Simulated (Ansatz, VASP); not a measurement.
**Two plane-wave programs on ZrAl3B3N**

```
Zr Al B N
1.0
     3.21099    0.00000    0.00000
     0.00000    3.21099    0.00000
     0.00000    0.00000    9.36209
Zr Al B N
1 3 3 1
Direct
  0.00000 0.00000 0.50000
  0.00000 0.00000 0.77860
  0.50000 0.50000 0.00000
  0.00000 0.00000 0.22140
  0.50000 0.50000 0.66074
  0.00000 0.00000 0.00000
  0.50000 0.50000 0.33926
  0.50000 0.50000 0.50000
```

Change from the starting cell: species swapped into the LiNi3O3F type (P4/mmm, No. 123).

Alike in both runs: functional PBE; k mesh 4 × 4 × 2; occupations gaussian, width 0.15 eV; no spin polarisation.

Ansatz relaxed the structure, and its values are those at the end. VASP's run is a single point on that final structure, the one shown.

|  | VASP | Ansatz |
| --- | --- | --- |
| version | VASP 6.6.1 | Ansatz 0.2.0 |
| potentials or method | VASP PAW PBE potentials, release 64 (Zr_sv, Al, B, N), cutoff 520 eV | scalar-relativistic, plane waves, PAW |
| valence electrons in the cell | 35 | 35 |

Ansatz gave:

- gap on the k mesh at the Fermi level (eV): none
- pressure (GPa): 0.2
- rms of the force components (eV/Å): 0.009

**Question.** Which values does VASP return?

**Answer.** gap on the k mesh at the Fermi level (eV): none; pressure (GPa): 0.2; rms of the force components (eV/Å): 0.016.

A gap of «none» marks a metal or a gap that the smearing closes.

The k mesh is coarse, so the values compare programs but aren't converged.
